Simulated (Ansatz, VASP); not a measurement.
# Two plane-wave programs on TiAl3

```
Ti Al
1.0
     0.00000   -3.94834    0.00000
     0.00000    0.00000   -3.94834
    14.84503    0.00000    0.00000
Ti Al
3 9
Direct
  0.00000 0.00000 0.19946
  0.00000 0.00000 0.46544
  0.00000 0.00000 0.73141
  0.50000 0.00000 0.06648
  0.50000 0.00000 0.33245
  0.50000 0.00000 0.59842
  0.00000 0.50000 0.06648
  0.00000 0.50000 0.33245
  0.00000 0.50000 0.59842
  0.50000 0.50000 0.73141
  0.50000 0.50000 0.19946
  0.50000 0.50000 0.46544
```

Alike in both runs: task single point; functional PBEsol; k mesh 12 × 12 × 4; occupations gaussian, width 0.15 eV; no spin polarisation.

|  | VASP | Ansatz |
| --- | --- | --- |
| version | VASP 6.6.1 | Ansatz 0.2.0 |
| potentials or method | VASP PAW PBE potentials, release 64 (Ti_sv, Al), cutoff 500 eV | scalar-relativistic, plane waves, PAW |
| valence electrons in the cell | 63 | 63 |

|  | VASP | Ansatz | Ansatz less VASP |
| --- | --- | --- | --- |
| gap on the k mesh at the Fermi level (eV) | none | none | - |
| pressure (GPa) | -1.9 | -2.0 | -0.07 |
| traceless stress, the component that is largest in VASP (GPa) | 1.79 | 1.80 | +0.014 |
| rms of the force components (eV/Å) | 0.242 | 0.242 | +0.0006 |

VASP's potentials were made for PBE, not for PBEsol. Atom by atom the forces differ by 0.002 eV/Å (rms over components). A gap of «none» marks a metal or a gap that the smearing closes.
